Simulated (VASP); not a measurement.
Wanted: the native input for a VASP 6.6.1 run.

| Quantity | Value |
| --- | --- |
| Task | single point |
| Functional | PBE |
| Potentials or basis | VASP PAW PBE potentials, release 64 (W_sv, Li_sv) |
| Cutoff | 650 eV |
| k mesh | 3 × 3 × 3 |
| Occupations | fermi-dirac, width 0.15 eV |
| Spin | no spin polarisation |
| Dipole correction | no |
| Further INCAR settings | ALGO = Normal; EDIFF = 1e-06; NBANDS = 128 |

The structure of LiW16 (a cell with a defect) lies in POSCAR:

```
LiW16
1.0
    6.3200000000      0.0000000000      0.0000000000
    0.0000000000      6.3200000000      0.0000000000
    0.0000000000      0.0000000000      6.3200000000
W Li
16 1
Direct
   -0.1098734177     -0.0259177215     -0.0813449367
    0.5129272152     -0.0921835443      0.2139082278
   -0.0009177215      0.6324208861     -0.0448417722
   -0.1587341772      0.0095727848      0.3247310127
   -1.0118037975      2.2758386076      0.2943987342
    0.5400474684      0.6565348101      0.0009651899
    0.5598101266     -0.0951898734      0.5484177215
    1.2786550633      0.4663607595      0.3735443038
    0.0187500000      0.5370727848      0.5421518987
    1.4371677215     -0.8434018987      0.6735601266
    0.2356329114      0.4079588608      0.1091930380
    0.7163449367      0.6088607595      0.5732436709
    0.8237183544      0.7089082278      0.2532594937
    0.2547310127     -0.1580854430     -1.2759810127
    0.2063765823      1.3954113924      2.7771202532
    0.7310917722      0.3965664557      0.8638132911
   -0.4913132911    -22.6647151899     -6.7111550633
```

The input as run:

INCAR

```
PREC = Accurate ; ENCUT = 650
EDIFF = 1E-6 ; ISMEAR = -1
SIGMA = 0.15 ; LREAL = False
LASPH = True ; NELM = 120
ALGO = Normal ; ISIF = 2
LWAVE = False ; LCHARG = False
GGA = PE ; NBANDS = 128
GGA_COMPAT = False
```

KPOINTS

```
regular mesh
0
Gamma
  3 3 3
```

Potentials or basis: VASP PAW PBE potentials, release 64 (W_sv, Li_sv).

Launch:

```sh
$ cat potpaw_PBE.64/W_sv/POTCAR potpaw_PBE.64/Li_sv/POTCAR > POTCAR
$ mpirun -np 1 vasp_std > vasp.out
```

It gave:

- Pressure: 166.9 GPa
- Largest force: 47.474 eV/Å
- Band gap on the k mesh: zero (an odd number of electrons rules out a gap without spin polarisation)

Caveat: atoms lie so close that the PAW spheres overlap strongly, which falsifies energies and pressures; the atoms stand as in a frame of molecular dynamics; spin-orbit coupling is left out, which moves the levels of the heavy elements.

Wall time 34 min on 1 thread of Intel Xeon 8259CL, on a shared host, peak memory 0.67 GiB.
